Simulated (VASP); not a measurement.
Write the native input for VASP 6.6.1 that does the following.

```
Task                   : single point
Functional             : PBE
Potentials or basis    : VASP PAW PBE potentials, release 64 (Pb_d, S)
Cutoff                 : 520 eV
k mesh                 : 5 × 5 × 5
Occupations            : fermi-dirac, width 0.05 eV
Spin                   : no spin polarisation
Dipole correction      : no
Further INCAR settings : ALGO = Normal; EDIFF = 1e-06; NBANDS = 17
```

The structure of PbS (Galena) lies in POSCAR:

```
PbS
1.0
    0.0000000000      2.9657500000      2.9657500000
    2.9657500000      0.0000000000      2.9657500000
    2.9657500000      2.9657500000      0.0000000000
Pb S
1 1
Direct
    0.0000000000      0.0000000000      0.0000000000
    0.5000000000      0.5000000000      0.5000000000
```

These files were run (other wordings do the same):

INCAR

```
SYSTEM = PbS
ALGO = Normal
EDIFF = 1E-6
ENCUT = 520
GGA = PE
ISIF = 2
ISMEAR = -1
LASPH = .TRUE.
LCHARG = .FALSE.
LREAL = .FALSE.
LWAVE = .FALSE.
NBANDS = 17
NELM = 80
PREC = Accurate
SIGMA = 0.05
```

KPOINTS

```
k-points
0
G
  5 5 5
  0 0 0
```

Potentials or basis: VASP PAW PBE potentials, release 64 (Pb_d, S).

The run is started by

```sh
$ cat potpaw_PBE.64/Pb_d/POTCAR potpaw_PBE.64/S/POTCAR > POTCAR
$ mpirun -np 1 vasp_std > vasp.out
```

Results of the run:

```
Pressure : 1.9 GPa
```

Wall time 4.8 s on 1 thread of Intel(R) Xeon(R) 6975P-C (Granite Rapids), with other jobs on the host, peak memory 0.17 GiB.
